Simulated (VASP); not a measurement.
# Li2CaO2 (P-3m1) in VASP: a series of runs, part 2 of 2

VASP 6.6.1.

### 3 Single point, PBE

The input, INCAR:

```
PREC = Accurate
ENCUT = 520
EDIFF = 1E-6
ISMEAR = 0
SIGMA = 0.1
LREAL = False
LASPH = True
NELM = 80
ALGO = Normal
ISIF = 2
LWAVE = False
LCHARG = False
GGA = PE
NBANDS = 22
```

The input, KPOINTS:

```
Automatic mesh
0
Gamma
  6 6 2
```

The input, POSCAR:

```
Li2CaO2
1.0
    3.3597039113     -0.0000000025      0.0000000000
   -1.6798519535      2.9095889377      0.0000000000
    0.0000000000      0.0000000000      5.4717747976
Li Ca O
2 1 2
Direct
    0.3333333333      0.6666666667      0.8839502270
    0.6666666667      0.3333333333      0.1160497730
    0.0000000000      0.0000000000      0.5000000000
    0.3333333333      0.6666666667      0.2437330843
    0.6666666667      0.3333333333      0.7562669157
```

Potentials or basis: VASP PAW PBE potentials, release 64 (Li_sv, Ca_sv, O).

Launch:

```
cat potpaw_PBE.64/Li_sv/POTCAR potpaw_PBE.64/Ca_sv/POTCAR potpaw_PBE.64/O/POTCAR > POTCAR
mpirun -np 1 vasp_std > vasp.out
```

OUTCAR:

```text
PREC = Accurate
   ENCUT = 520
   EDIFF = 1E-6
   ISMEAR = 0
   LREAL = False
   LASPH = True
   NELM = 80
   ISIF = 2
   GGA = PE

 ion  position               nearest neighbor table
   1  0.333  0.667  0.884-   4 1.97   5 2.06   5 2.06   5 2.06   2 2.32   2 2.32   2 2.32   3 2.86
                             3 2.86   3 2.86
   2  0.667  0.333  0.116-   5 1.97   4 2.06   4 2.06   4 2.06   1 2.32   1 2.32   1 2.32   3 2.86
                             3 2.86   3 2.86
   3  0.000  0.000  0.500-   4 2.39   5 2.39   5 2.39   4 2.39   5 2.39   4 2.39   1 2.86   2 2.86
                             1 2.86   2 2.86   2 2.86   1 2.86
   4  0.333  0.667  0.244-   1 1.97   2 2.06   2 2.06   2 2.06   3 2.39   3 2.39   3 2.39
[... 545 lines left out ...]
  Total        0.0996307      0.0996307      0.1286071     -0.0000000      0.0000000      0.0000000
  in kB        2.9843023      2.9843023      3.8522528     -0.0000000      0.0000000      0.0000000
  external PRESSURE =       3.2736192 kB  Pullay stress =       0.0000000 kB

 VOLUME and BASIS-vectors are now :
 -----------------------------------------------------------------------------
  energy-cutoff  :      520.00
  volume of cell :       53.49
      direct lattice vectors                 reciprocal lattice vectors
     3.359703911 -0.000000003  0.000000000     0.297645277  0.171845580  0.000000000
    -1.679851954  2.909588938  0.000000000     0.000000000  0.343691161  0.000000000
     0.000000000  0.000000000  5.471774798     0.000000000  0.000000000  0.182756059

 POSITION                                       TOTAL-FORCE (eV/Angst)
 -----------------------------------------------------------------------------------
      0.00000      1.93973      4.83678        -0.000000      0.000000     -0.009109
      1.67985      0.96986      0.63500        -0.000000     -0.000000      0.009109
      0.00000      0.00000      2.73589         0.000000      0.000000      0.000000
      0.00000      1.93973      1.33365         0.000000     -0.000000     -0.028808
      1.67985      0.96986      4.13812        -0.000000      0.000000      0.028808
 -----------------------------------------------------------------------------------
    total drift:                                0.000000     -0.000000     -0.000000

  FREE ENERGIE OF THE ION-ELECTRON SYSTEM (eV)
  ---------------------------------------------------
  free  energy   TOTEN  =       -27.0399357144 eV

  energy  without entropy=      -27.0399357144  energy(sigma->0) =      -27.03993571
```

OSZICAR:

```text
N       E                     dE             d eps       ncg     rms          rms(c)
DAV:   1     0.245916718009E+03    0.24592E+03   -0.14468E+04   616   0.137E+03
DAV:   2    -0.965261019458E+01   -0.25557E+03   -0.24628E+03   780   0.383E+02
DAV:   3    -0.295677710938E+02   -0.19915E+02   -0.19810E+02  1050   0.898E+01
DAV:   4    -0.305814128385E+02   -0.10136E+01   -0.10115E+01   870   0.189E+01
DAV:   5    -0.306157948747E+02   -0.34382E-01   -0.34380E-01   870   0.276E+00    0.115E+01
DAV:   6    -0.270517395608E+02    0.35641E+01   -0.18970E+01   838   0.280E+01    0.445E+00
DAV:   7    -0.270474113537E+02    0.43282E-02   -0.15792E+00   786   0.775E+00    0.245E+00
DAV:   8    -0.270446790412E+02    0.27323E-02   -0.22957E-01   716   0.358E+00    0.671E-01
DAV:   9    -0.270381612863E+02    0.65178E-02   -0.49078E-02   776   0.123E+00    0.155E-01
DAV:  10    -0.270398481242E+02   -0.16868E-02   -0.60726E-03   776   0.546E-01    0.511E-02
DAV:  11    -0.270399440746E+02   -0.95950E-04   -0.93318E-04   810   0.189E-01    0.400E-02
DAV:  12    -0.270399367976E+02    0.72769E-05   -0.14097E-04   778   0.717E-02    0.117E-02
DAV:  13    -0.270399365848E+02    0.21286E-06   -0.11980E-05   792   0.283E-02    0.661E-03
DAV:  14    -0.270399355247E+02    0.10601E-05   -0.37328E-06   590   0.123E-02    0.101E-03
DAV:  15    -0.270399357144E+02   -0.18971E-06   -0.55109E-07   400   0.501E-03
   1 F= -.27039936E+02 E0= -.27039936E+02  d E =-.126361E-12
```

Wall time 10 s (1 thread of Intel Xeon 6975P-C (Granite Rapids), shared host); peak memory 0.17 GiB.

Results:

```yaml
Free_energy: -27.0399 eV
Largest_force: 0.029 eV/Å
Band_gap_on_the_k_mesh: 4.65 eV (least direct gap 4.86 eV)
```

Forces in eV/Å, atoms in the order of the input:
```
Li   0.000  0.000 -0.009
Li   0.000  0.000  0.009
Ca   0.000  0.000  0.000
O    0.000  0.000 -0.029
O    0.000  0.000  0.029
```

Levels at points of the mesh, in eV from the valence-band top:
| k point | band 11 | band 12 | band 13 | band 14 | band 15 | band 16 | band 17 | band 18 |
| --- | --- | --- | --- | --- | --- | --- | --- | --- |
| (0.00, 0.00, 0.00) | -0.86 | -0.08 | 0.00 | 0.00 | 4.86 | 6.46 | 7.14 | 7.14 |
| (0.50, 0.00, 0.00) | -1.24 | -1.02 | -0.86 | -0.82 | 4.65 | 7.39 | 8.71 | 8.93 |
| (0.00, 0.00, 0.50) | -0.65 | -0.65 | -0.26 | -0.26 | 6.30 | 6.76 | 6.80 | 7.03 |
| (0.50, 0.00, 0.50) | -1.32 | -1.27 | -0.46 | -0.36 | 4.99 | 6.47 | 8.24 | 8.72 |

Caveat: the k points lie up to 0.57 Å⁻¹ apart; the cutoff is under 1.25 times the usual one of these potentials, so pressure, stress and relaxed cells hold a basis-set (Pulay) error.

### 4 Single point, PBE

The input, INCAR:

```
ALGO = Normal ; EDIFF = 1E-6
ENCUT = 520 ; GGA = PE
ISIF = 2 ; ISMEAR = 0
LASPH = T ; LCHARG = F
LREAL = F ; LWAVE = F
NBANDS = 22 ; NELM = 80
PREC = Accurate ; SIGMA = 0.1
```

The input, KPOINTS:

```
k-points
0
Gamma
  6 6 4
```

POSCAR: that of step 3 with these lines changed.

```diff
@@ -2,4 +2,4 @@
 1.0
-    3.3597039113     -0.0000000025      0.0000000000
-   -1.6798519535      2.9095889377      0.0000000000
+    3.3597039113      0.0000000000      0.0000000000
+   -1.6798519557      2.9095889364      0.0000000000
     0.0000000000      0.0000000000      5.4717747976
```

Launch:

```
cat potpaw_PBE.64/Li_sv/POTCAR potpaw_PBE.64/Ca_sv/POTCAR potpaw_PBE.64/O/POTCAR > POTCAR
mpirun -np 1 vasp_std > vasp.out
```

Wall time 15 s (1 thread of Intel Xeon 6975P-C (Granite Rapids), shared host); peak memory 0.19 GiB.

The run converged. Its results:

```
Free energy            : -27.0401 eV
Largest force          : 0.028 eV/Å
Band gap on the k mesh : 4.65 eV (least direct gap 4.86 eV)
```

Forces on the atoms (eV/Å):
```
Li   0.000  0.000 -0.010
Li   0.000  0.000  0.010
Ca   0.000  0.000  0.000
O    0.000  0.000 -0.028
O    0.000  0.000  0.028
```

Levels at points of the mesh, in eV from the valence-band top:
```tsv
k point	band 10	band 11	band 12	band 13	band 14	band 15	band 16	band 17	band 18	band 19
(0.00, 0.00, 0.00)	-0.86	-0.86	-0.08	0.00	0.00	4.86	6.46	7.14	7.14	8.62
(0.50, 0.00, 0.00)	-1.34	-1.24	-1.02	-0.86	-0.82	4.65	7.39	8.71	8.93	9.07
(0.00, 0.00, 0.50)	-1.46	-0.65	-0.65	-0.26	-0.26	6.30	6.76	6.80	7.03	7.03
(0.50, 0.00, 0.50)	-1.99	-1.32	-1.27	-0.46	-0.36	4.99	6.47	8.24	8.72	8.94
```

Caveat: the cutoff is under 1.25 times the usual one of these potentials, so pressure, stress and relaxed cells hold a basis-set (Pulay) error. A k mesh can miss the band edges.

### 5 Summary

| level | k mesh | smearing | grid for exact exchange (PRECFOCK) | share of exact exchange | screening parameter | gap on the mesh (eV) | largest force (eV/Å) |
| --- | --- | --- | --- | --- | --- | --- | --- |
| HSE06 | 6 × 6 × 4 | gaussian 0.02 eV | Fast | 0.25 | 0.2079 1/Å | 6.34 | 0.03 |
| PBE | 6 × 6 × 2 | gaussian 0.1 eV | - | - | - | 4.65 | 0.03 |
| PBE | 6 × 6 × 4 | gaussian 0.1 eV | - | - | - | 4.65 | 0.03 |

Alike in all rows: task single point; potentials or basis VASP PAW PBE potentials, release 64 (Li_sv, Ca_sv, O); no spin polarisation; cell a = 3.360, b = 3.360, c = 5.472 Å, angles 90.0, 90.0, 120.0°, 5 atoms; cutoff (eV) 520.

Caveats: some runs use coarse meshes; the cutoff is under 1.25 times the usual one of these potentials, so pressure, stress and relaxed cells hold a basis-set (Pulay) error; the PAW data sets were made with another functional, which shifts forces and pressure a little (at least some runs).

Total energies depend on the potentials used, so only differences within one code and one set of settings carry meaning.
